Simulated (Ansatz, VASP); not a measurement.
**Al in VASP and in Ansatz**

INCAR

```
SYSTEM = Al
PREC = Accurate
ENCUT = 520
EDIFF = 1E-7
ISMEAR = -1
SIGMA = 0.05
LREAL = .False.
LASPH = .True.
NELM = 60
ALGO = Normal
ISIF = 2
LWAVE = .False.
LCHARG = .True.
GGA = CA
LELF = .True.
LVHAR = .True.
NBANDS = 16
```

KPOINTS

```
regular mesh
0
Gamma
  11 11 1
  0 0 0
```

File POSCAR:

```
Al
1.0
    2.8270770242      0.0000000000      0.0000000000
   -1.4135385121      2.4483205214      0.0000000000
    0.0000000000      0.0000000000     24.1859930700
Al
5
Direct
    0.0000000000      0.0000000000      0.3100968390
    0.3333333300      0.6666666600      0.4050484195
    0.0000000000      0.0000000000      0.5000000000
    0.6666666700      0.3333333400      0.5949515805
    0.0000000000      0.0000000000      0.6899031610
```

input.yaml

```yaml
crystal:
  lattice:
    - [2.8270770242, 0.0, 0.0]
    - [-1.4135385121, 2.4483205214, 0.0]
    - [0.0, 0.0, 24.18599307]
  atoms:
    - { symbol: Al, position: [0.0, 0.0, 0.310096839] }
    - { symbol: Al, position: [0.33333333, 0.66666666, 0.4050484195] }
    - { symbol: Al, position: [0.0, 0.0, 0.5] }
    - { symbol: Al, position: [0.66666667, 0.33333334, 0.5949515805] }
    - { symbol: Al, position: [0.0, 0.0, 0.689903161] }
kpoints:
  mp_grid: { grid: [11, 11, 1] }
scf:
  occupations: { method: fermi_dirac, width: 0.05 }
hamiltonian:
  xc: lda
  pseudopotentials: { kind: all_electron, lapw: { basis_error: 0.002 } }
output:
  forces: true
  stress: true
  eigenvalues: true
```

Alike in both runs: task single point; functional LDA; k mesh 11 × 11 × 1; occupations fermi-dirac, width 0.05 eV; no spin polarisation.

|  | VASP | Ansatz |
| --- | --- | --- |
| version | VASP 6.6.1 | Ansatz 0.2.0 |
| potentials or method | VASP PAW LDA potentials, release 64 (Al), cutoff 520 eV | all-electron LAPW, scalar-relativistic |

Ansatz gave:

* gap on the k mesh at the Fermi level (eV): none
* rms of the force components (eV/Å): 0.047

Which values does VASP return?

gap on the k mesh at the Fermi level (eV): none; rms of the force components (eV/Å): 0.048.

LDA's correlation is that of Perdew and Zunger in VASP and of Perdew and Wang (1992) in Ansatz. Atom by atom the forces differ by 0.002 eV/Å (rms over components). A gap of «none» marks a metal or a gap that the smearing closes. Ansatz ran all-electron here, and VASP with PAW potentials.
